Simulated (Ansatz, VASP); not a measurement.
# One calculation of TiO2, two programs

File INCAR:

```
  ALGO = Normal
  EDIFF = 1E-6
  ENCUT = 600
  GGA = PE
  GGA_COMPAT = False
  ISIF = 2
  ISMEAR = 0
  LASPH = True
  LCHARG = False
  LDAU = True
  LDAUJ = 0 0
  LDAUL = 2 -1
  LDAUPRINT = 1
  LDAUTYPE = 2
  LDAUU = 4 0
  LMAXMIX = 4
  LREAL = False
  LWAVE = False
  NBANDS = 33
  NELM = 200
  PREC = Accurate
  SIGMA = 0.05
```

KPOINTS

```
k-points
0
Gamma
  8 8 8
```

File POSCAR:

```
TiO2
1.0
   -2.0043000000      2.0043000000      4.8887928505
    2.0043000000     -2.0043000000      4.8887928505
    2.0043000000      2.0043000000     -4.8887928505
Ti O
2 4
Direct
    0.0000000000      0.0000000000      0.0000000000
    0.7500000000      0.2500000000      0.5000000000
    0.2052682436      0.2052682436      0.0000000000
    0.9552682436      0.4552682436      0.5000000000
    0.5447317564      0.0447317564      0.5000000000
    0.7947317564      0.7947317564      0.0000000000
```

Input for Ansatz:

```yaml
crystal:
  lattice:
    - [-2.0043, 2.0043, 4.8887928505]
    - [2.0043, -2.0043, 4.8887928505]
    - [2.0043, 2.0043, -4.8887928505]
  atoms:
    - { symbol: Ti, position: [0.0, 0.0, 0.0] }
    - { symbol: Ti, position: [0.75, 0.25, 0.5] }
    - { symbol: O, position: [0.2052682436, 0.2052682436, 0.0] }
    - { symbol: O, position: [0.9552682436, 0.4552682436, 0.5] }
    - { symbol: O, position: [0.5447317564, 0.0447317564, 0.5] }
    - { symbol: O, position: [0.7947317564, 0.7947317564, 0.0] }
basis:
  ecutwfc: 520.0
kpoints:
  mp_grid: { grid: [8, 8, 8] }
hamiltonian:
  xc: pbe
  hubbard: { sites: [{ species: Ti, l: d, u_eff: 4.0 }] }
scf:
  occupations: { method: gaussian, width: 0.05 }
output:
  forces: true
  stress: true
  eigenvalues: true
```

Alike in both runs: task single point; functional PBE; k mesh 8 × 8 × 8; occupations gaussian, width 0.05 eV; no spin polarisation; Hubbard terms Ti d U = 4.0 eV.

|  | VASP | Ansatz |
| --- | --- | --- |
| version | VASP 6.6.1 | Ansatz 0.2.0 |
| potentials or method | VASP PAW PBE potentials, release 64 (Ti_sv, O), cutoff 600 eV | scalar-relativistic, plane waves, PAW |
| valence electrons in the cell | 48 | 48 |

```csv
,VASP,Ansatz,Ansatz less VASP
gap on the k mesh at the Fermi level (eV),2.41,2.40,-0.006
least direct gap on the mesh (eV),2.64,2.63,-0.012
pressure (GPa),-12.3,-14.9,-2.62
"traceless stress, the component that is largest in VASP (GPa)",4.19,3.88,-0.313
rms of the force components (eV/Å),0.020,0.068,+0.0480
```

The programs project onto different local orbitals, so the same U acts differently, and such runs can settle in different states. Atom by atom the forces differ by 0.088 eV/Å (rms over components).
